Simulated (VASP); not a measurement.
# Be2Se (P6/mmm) in VASP: further runs

Be2Se is run at these levels: PBE; tasks: single point.

All numbers are computed with VASP 6.6.1; they aren't measurements. Logs are shortened: lines on timing, memory, paths and dates and some standing lists are left out, and cuts for length are marked.

## Step 1: The cell of the first run

Symmetry: P6/mmm, No. 191, hexagonal system. The conventional cell has a = 3.638 Å, b = 3.638 Å, c = 3.506 Å, α = 90.00°, β = 90.00°, γ = 120.00°. Be (site symmetry -6m2) has 3 Be at 2.10 Å and 6 Se at 2.74 Å within 2.8 Å. Within 3.7 Å of Se (site symmetry 6/mmm) lie 12 Be at 2.74 Å and 8 Se at 3.51 to 3.64 Å.

The cell was built from a structure type or drawn by symmetry, and may not be a known phase.

## Step 2: Single point, PBE

INCAR

```
SYSTEM = Be2Se
ALGO     = Normal         ! electronic algorithm
EDIFF    = 1E-6           ! SCF threshold, eV
ENCUT    = 600            ! plane-wave cutoff, eV
GGA      = PE             ! functional
GGA_COMPAT= .FALSE.      
ISIF     = 2              ! what is computed and relaxed
ISMEAR   = 0              ! smearing method
LASPH    = .TRUE.         ! aspherical terms in the spheres
LCHARG   = .FALSE.        ! write CHGCAR
LREAL    = .FALSE.        ! projectors in reciprocal space
LWAVE    = .FALSE.        ! write WAVECAR
NBANDS   = 12             ! bands
NELM     = 120            ! most SCF steps
PREC     = Accurate       ! precision mode
SIGMA    = 0.2            ! smearing width, eV
```

KPOINTS

```
k-points
0
G
  7 7 5
  0 0 0
```

POSCAR

```
Be2Se
1.0
    3.6384637963     -0.0000000031      0.0000000000
   -1.8192318955      3.1510020799      0.0000000000
    0.0000000000      0.0000000000      3.5058327357
Be Se
2 1
Direct
    0.3333333333      0.6666666667      0.5000000000
    0.6666666667      0.3333333333      0.5000000000
    0.0000000000      0.0000000000      0.0000000000
```

Potentials or basis: VASP PAW PBE potentials, release 64 (Be, Se).

Run with:

```
cat potpaw_PBE.64/Be/POTCAR potpaw_PBE.64/Se/POTCAR > POTCAR
mpirun -np 1 vasp_std > vasp.out
```

OUTCAR:

```text
SYSTEM = Be2Se
   EDIFF = 1E-6
   ENCUT = 600
   GGA = PE
   ISIF = 2
   ISMEAR = 0
   LASPH = .TRUE.
   LREAL = .FALSE.
   NELM = 120
   PREC = Accurate

 ion  position               nearest neighbor table
   1  0.333  0.667  0.500-   2 2.10   2 2.10   2 2.10
   2  0.667  0.333  0.500-   1 2.10   1 2.10   1 2.10
   3  0.000  0.000  0.000-

  LATTYP: Found a hexagonal cell.
 ALAT       =     3.6384637963
 C/A-ratio  =     0.9635475113

  Lattice vectors:

 A1 = (   3.6384637963,  -0.0000000031,   0.0000000000)
 A2 = (  -1.8192318955,   3.1510020799,   0.0000000000)
 A3 = (   0.0000000000,   0.0000000000,   3.5058327357)

Analysis of symmetry for initial positions (statically):
=====================================================================
 Subroutine PRICEL returns:
 Original cell was already a primitive cell.

 Routine SETGRP: Setting up the symmetry group for a
 hexagonal supercell.

 Subroutine GETGRP returns: Found 24 space group operations
 (whereof 24 operations were pure point group operations)
 out of a pool of 24 trial point group operations.

The static configuration has the point symmetry D_6h.

Analysis of symmetry for dynamics (positions and initial velocities):
=====================================================================
 Subroutine PRICEL returns:
 Original cell was already a primitive cell.

 Routine SETGRP: Setting up the symmetry group for a
 hexagonal supercell.

 Subroutine GETGRP returns: Found 24 space group operations
 (whereof 24 operations were pure point group operations)
 out of a pool of 24 trial point group operations.

The dynamic configuration has the point symmetry D_6h.

 Subroutine INISYM returns: Found 24 space group operations
 (whereof 24 operations are pure point group operations),
 and found     1 'primitive' translations

----------------------------------------------------------------------------------------

                                     Primitive cell

  volume of cell :      40.1937

  direct lattice vectors                    reciprocal lattice vectors
     3.638463796 -0.000000003  0.000000000     0.274841267  0.158679679  0.000000000
    -1.819231895  3.151002080  0.000000000     0.000000000  0.317359359  0.000000000
     0.000000000  0.000000000  3.505832736     0.000000000  0.000000000  0.285238936

  length of vectors
     3.638463796  3.638463796  3.505832736     0.317359359  0.317359359  0.285238936

  position of ions in fractional coordinates (direct lattice)
     0.333333333  0.666666667  0.500000000
     0.666666667  0.333333333  0.500000000
     0.000000000  0.000000000  0.000000000

  ion indices of the primitive-cell ions
   primitive index   ion index
                 1           1
                 2           2
                 3           3

----------------------------------------------------------------------------------------

 KPOINTS: k-points

Automatic generation of k-mesh.
 Grid dimensions read from file:
 generate k-points for:    7    7    5

 Generating k-lattice:

  Cartesian coordinates                     Fractional coordinates (reciprocal lattice)
     0.039263038  0.022668526  0.000000000     0.142857143  0.000000000  0.000000000
     0.000000000  0.045337051  0.000000000     0.000000000  0.142857143  0.000000000
     0.000000000  0.000000000  0.057047787     0.000000000  0.000000000  0.200000000

  Length of vectors
     0.045337051  0.045337051  0.057047787

  Shift w.r.t. Gamma in fractional coordinates (k-lattice)
     0.000000000  0.000000000  0.000000000

 Subroutine IBZKPT returns following result:
 ===========================================

 Found     24 irreducible k-points:

 Following reciprocal coordinates:
            Coordinates               Weight
  0.000000  0.000000  0.000000      1.000000
  0.142857  0.000000  0.000000      6.000000
  0.285714  0.000000  0.000000      6.000000
  0.428571  0.000000  0.000000      6.000000
  0.142857  0.142857  0.000000      6.000000
  0.285714  0.142857  0.000000     12.000000
[... 16 lines left out ...]
  0.428571  0.142857  0.400000     12.000000
  0.285714  0.285714  0.400000     12.000000
   k-points           NKPTS =     24   k-points in BZ     NKDIM =     24   number of bands    NBANDS=     12
   number of dos      NEDOS =    301   number of ions     NIONS =      3
   total plane-waves  NPLWV =  25200
   dimension x,y,z NGX =    30 NGY =   30 NGZ =   28
   dimension x,y,z NGXF=    60 NGYF=   60 NGZF=   56
   ions per type =               2   1
   NGX,Y,Z   is equivalent  to a cutoff of  13.71, 13.71, 13.28 a.u.
   NGXF,Y,Z  is equivalent  to a cutoff of  27.41, 27.41, 26.56 a.u.
 SYSTEM =  Be2Se
   PREC   = accura    normal or accurate (medium, high low for compatibility)
   ISTART =      0    job   : 0-new  1-cont  2-samecut
   ICHARG =      2    charge: 1-file 2-atom 10-const
   ISPIN  =      1    spin polarized calculation?
   LNONCOLLINEAR =      F non collinear calculations
   LSORBIT =      F    spin-orbit coupling
   LASPH  =      T    aspherical Exc in radial PAW
   ENCUT  =  600.0 eV  44.10 Ry    6.64 a.u.   7.27  7.27  7.00*2*pi/ulx,y,z
   NELM   =    120;   NELMIN=  2; NELMDL= -5     # of ELM steps
   EDIFF  = 0.1E-05   stopping-criterion for ELM
   LREAL  =      F    real-space projection
   EDIFFG = 0.1E-04   stopping-criterion for IOM
   NSW    =      0    number of steps for IOM
   IBRION =     -1    ionic relax: 0-MD 1-quasi-New 2-CG
   NFREE  =      0    steps in history (QN), initial steepest desc. (CG)
   ISIF   =      2    stress and relaxation
   ISYM   =      2    0-nonsym 1-usesym 2-fastsym
   POTIM  = 0.5000    time-step for ionic-motion
   TEBEG  =    0.0;   TEEND  =   0.0 temperature during run
   PSTRESS=    0.0 pullay stress
   NELECT =      10.0000    total number of electrons
   NUPDOWN=      -1.0000    fix difference up-down
   EMIN   =  10.00;   EMAX   =-10.00  energy-range for DOS
   EFERMI =   0.00;   METHOD = LEGACY
   ISMEAR =     0;   SIGMA  =   0.20  broadening in eV -4-tet -1-fermi 0-gaus
   EFERMI_NEDOS =   21; number of points for ismear=-14 and -15
   IALGO  =     38    algorithm
   IMIX   =      4    mixing-type and parameters
     AMIX     =   0.40;   BMIX     =  1.00
     AMIX_MAG =   1.60;   BMIX_MAG =  1.00
  volume/ion in A,a.u.               =      13.40        90.41
  Fermi-wavevector in a.u.,A,eV,Ry     =   1.029648  1.945753 14.424561  1.060175
  Thomas-Fermi vector in A             =   2.163706
   LORBIT       =      0    0 simple, 1 ext, 2 COOP (PROOUT), +10 PAW based schemes
   GGA     = PE    functional components
   LHFCALC =     F    Hartree Fock is set to
   AEXX    =    0.0000 exact exchange contribution
   IVDW    =     0    specifies the selected vdW correction
   LEPSILON=     F    determine dielectric tensor
   LRPA    =     F    only Hartree local field effects (RPA)
 non-spin polarized calculation
 Gauss-broadening in eV      SIGMA  =   0.20
  energy-cutoff  :      600.00
  volume of cell :       40.19
 maximum number of plane-waves:      1364
 NGX is ok and might be reduce to    30

 number of electron      10.0000000 magnetization

 Free energy of the ion-electron system (eV)
  ---------------------------------------------------
  ext. energy  EPLUGINS =         0.00000000
  ---------------------------------------------------
  free energy    TOTEN  =        -9.18829025 eV

  energy without entropy =       -9.15639547  energy(sigma->0) =       -9.17234286

 E-fermi :   5.8402     XC(G=0): -10.2049

 val. band max:        5.7646465420   @ k =   0.2857   0.2857   0.0000
 cond. band min:       5.8759989746   @ k =   0.2857   0.1429   0.2000
 fundamental gap:      0.1113524326
 Fermi energy:         5.8402274338

 k-point     1 :       0.0000    0.0000    0.0000
  band No.  band energies     occupation
      1      -9.4394      2.00000
      2       2.2094      2.00000
      3       3.2539      2.00000
      4       3.7084      2.00000
      5       3.7084      2.00000
      6       6.6902      0.00000
      7       6.6902      0.00000
      8      10.0143      0.00000
      9      12.5271      0.00000
     10      12.9773      0.00000
     11      15.4584      0.00000
     12      15.4584      0.00000

 k-point     2 :       0.1429    0.0000    0.0000
  band No.  band energies     occupation
      1      -9.2640      2.00000
      2       1.5479      2.00000
      3       2.4530      2.00000
      4       3.0812      2.00000
      5       4.2982      2.00000
      6       6.9647      0.00000
      7       7.5927      0.00000
      8      10.9087      0.00000
      9      11.7035      0.00000
     10      13.1588      0.00000
     11      14.9787      0.00000
     12      15.1509      0.00000

 k-point     3 :       0.2857    0.0000    0.0000
  band No.  band energies     occupation
      1      -8.8081      2.00000
      2      -0.4955      2.00000
      3       2.2117      2.00000
      4       3.1276      2.00000
      5       4.3352      2.00000
      6       7.4473      0.00000
      7       8.9911      0.00000
      8       9.9513      0.00000
      9      11.2205      0.00000
     10      13.5094      0.00000
     11      13.8237      0.00000
     12      15.3144      0.00000

 k-point     4 :       0.4286    0.0000    0.0000
  band No.  band energies     occupation
      1      -8.3473      2.00000
      2      -1.8332      2.00000
      3       1.7187      2.00000
      4       3.9259      2.00000
      5       4.2261      2.00000
      6       8.3264      0.00000
      7       8.4028      0.00000
      8       9.6980      0.00000
      9       9.7130      0.00000
     10      12.7752      0.00000
     11      16.5130      0.00000
     12      16.6728      0.00000

 k-point     5 :       0.1429    0.1429    0.0000
  band No.  band energies     occupation
      1      -8.9459      2.00000
      2       0.1712      2.00000
      3       1.9204      2.00000
      4       2.9148      2.00000
      5       4.7721      2.00000
      6       7.5855      0.00000
      7       8.2725      0.00000
      8      10.5805      0.00000
      9      11.7997      0.00000
     10      12.7398      0.00000
     11      13.3421      0.00000
     12      15.2047      0.00000
[... 228 lines left out ...]
      1      -8.1470      2.00000
      2      -1.8313      2.00000
      3       1.5854      2.00000
      4       3.3875      2.00000
      5       5.2887      1.99990
      6       5.9163      0.59086
      7       8.6183      0.00000
      8       9.9165      0.00000
      9      10.4602      0.00000
     10      13.3744      0.00000
     11      14.3082      0.00000
     12      16.6076      0.00000

 k-point    22 :       0.2857    0.1429    0.4000
  band No.  band energies     occupation
      1      -7.6941      2.00000
      2      -1.1075      2.00000
      3       0.2115      2.00000
      4       2.4585      2.00000
      5       3.5393      2.00000
      6       5.1608      2.00000
      7       8.5869      0.00000
      8       9.9040      0.00000
      9      12.2466      0.00000
     10      14.8736      0.00000
     11      15.9746      0.00000
     12      18.6370      0.00000

 k-point    23 :       0.4286    0.1429    0.4000
  band No.  band energies     occupation
      1      -7.4561      2.00000
      2      -0.5417      2.00000
      3      -0.4563      2.00000
      4       2.1578      2.00000
      5       2.6224      2.00000
      6       4.9115      2.00000
      7       8.4209      0.00000
      8       9.9192      0.00000
      9      13.4918      0.00000
     10      15.3041      0.00000
     11      17.6369      0.00000
     12      19.0003      0.00000

 k-point    24 :       0.2857    0.2857    0.4000
  band No.  band energies     occupation
      1      -7.4042      2.00000
      2      -0.4645      2.00000
      3       0.0715      2.00000
      4       1.0111      2.00000
      5       3.1077      2.00000
      6       3.8064      2.00000
      7       9.9123      0.00000
      8      11.0667      0.00000
      9      12.3501      0.00000
     10      15.6448      0.00000
     11      16.6517      0.00000
     12      18.3313      0.00000

------------------------ aborting loop because EDIFF is reached ----------------------------------------

  FORCE on cell =-STRESS in cart. coord.  units (eV):
  Direction    XX          YY          ZZ          XY          YZ          ZX
  --------------------------------------------------------------------------------------
  -------------------------------------------------------------------------------------
  Total        0.0307979      0.0307979     -0.1744339     -0.0000000     -0.0000000      0.0000000
  in kB        1.2276484      1.2276484     -6.9531817     -0.0000000     -0.0000000      0.0000000
  external PRESSURE =      -1.4992949 kB  Pullay stress =       0.0000000 kB

 VOLUME and BASIS-vectors are now :
 -----------------------------------------------------------------------------
  energy-cutoff  :      600.00
  volume of cell :       40.19
      direct lattice vectors                 reciprocal lattice vectors
     3.638463796 -0.000000003  0.000000000     0.274841267  0.158679679  0.000000000
    -1.819231895  3.151002080  0.000000000     0.000000000  0.317359359  0.000000000
     0.000000000  0.000000000  3.505832736     0.000000000  0.000000000  0.285238936

 POSITION                                       TOTAL-FORCE (eV/Angst)
 -----------------------------------------------------------------------------------
      0.00000      2.10067      1.75292        -0.000000      0.000000      0.000000
      1.81923      1.05033      1.75292         0.000000     -0.000000      0.000000
      0.00000      0.00000      0.00000         0.000000      0.000000      0.000000
 -----------------------------------------------------------------------------------
    total drift:                                0.000000     -0.000000      0.000000

  FREE ENERGIE OF THE ION-ELECTRON SYSTEM (eV)
  ---------------------------------------------------
  free  energy   TOTEN  =        -9.1882902539 eV

  energy  without entropy=       -9.1563954711  energy(sigma->0) =       -9.17234286
```

Wall time 21 s (1 thread of Intel Xeon 8259CL, shared host); peak memory 0.16 GiB.

What came out:

| Quantity | Value |
| --- | --- |
| Free energy | -9.1883 eV |
| Pressure | -0.1 GPa |
| Band gap on the k mesh | zero (bands 5 and 6 overlap by 3.13 eV) |

## Step 3: Single point, PBE

This run uses another cell than the first one: it holds 6 atoms, not 3.

INCAR

```
SYSTEM = Be2Se
ALGO = Normal
EDIFF = 1E-6
ENCUT = 600
GGA = PE
GGA_COMPAT = .False.
ISIF = 2
ISMEAR = 0
LASPH = .True.
LCHARG = .False.
LREAL = .False.
LWAVE = .False.
NBANDS = 19
NELM = 120
PREC = Accurate
SIGMA = 0.2
```

KPOINTS

```
k-points
0
Gamma
  4 4 3
  0 0 0
```

POSCAR

```
Be2Se
1.0
    5.2337156437     -0.0000000033      0.0000000000
   -2.6168578190      4.5325307053      0.0000000000
    0.0000000000      0.0000000000      6.0452297146
Be Se
4 2
Direct
    0.3333333333      0.6666666667      0.1629479404
    0.6666666667      0.3333333333      0.1629479404
    0.6666666667      0.3333333333      0.8370520596
    0.3333333333      0.6666666667      0.8370520596
    0.3333333333      0.6666666667      0.5000000000
    0.6666666667      0.3333333333      0.5000000000
```

Potentials or basis: VASP PAW PBE potentials, release 64 (Be, Se).

Run with:

```
cat potpaw_PBE.64/Be/POTCAR potpaw_PBE.64/Se/POTCAR > POTCAR
mpirun -np 1 vasp_std > vasp.out
```

Run time: 50 s. Hardware: 1 thread of Intel Xeon 8259CL, shared host; peak memory 0.27 GiB.

The run converged. Its results:

- Free energy: -16.7972 eV
- Pressure: 0.6 GPa
- Largest force: 0.027 eV/Å
- Band gap on the k mesh: zero (bands 10 and 11 overlap by 0.53 eV)

Forces in eV/Å, atoms in the order of the input:
```
Be   0.000  0.000 -0.027
Be   0.000  0.000 -0.027
Be   0.000  0.000  0.027
Be   0.000  0.000  0.027
Se   0.000  0.000  0.000
Se   0.000  0.000  0.000
```

Stress tensor (GPa, compression positive):
```
0.39 0.00 0.00
0.00 0.39 0.00
0.00 0.00 0.91
```

Levels at points of the mesh, in eV from the Fermi level:
```csv
k point,band 7,band 8,band 9,band 10,band 11,band 12,band 13,band 14
"(0.00, 0.00, 0.00)",-4.08,-0.99,-0.99,-0.25,1.40,1.40,2.50,2.50
"(0.50, 0.00, 0.00)",-3.54,-2.16,-0.84,0.24,0.82,1.93,2.00,2.36
```

Caveat: semilocal functionals underestimate gaps, so a narrow gap can read as zero.
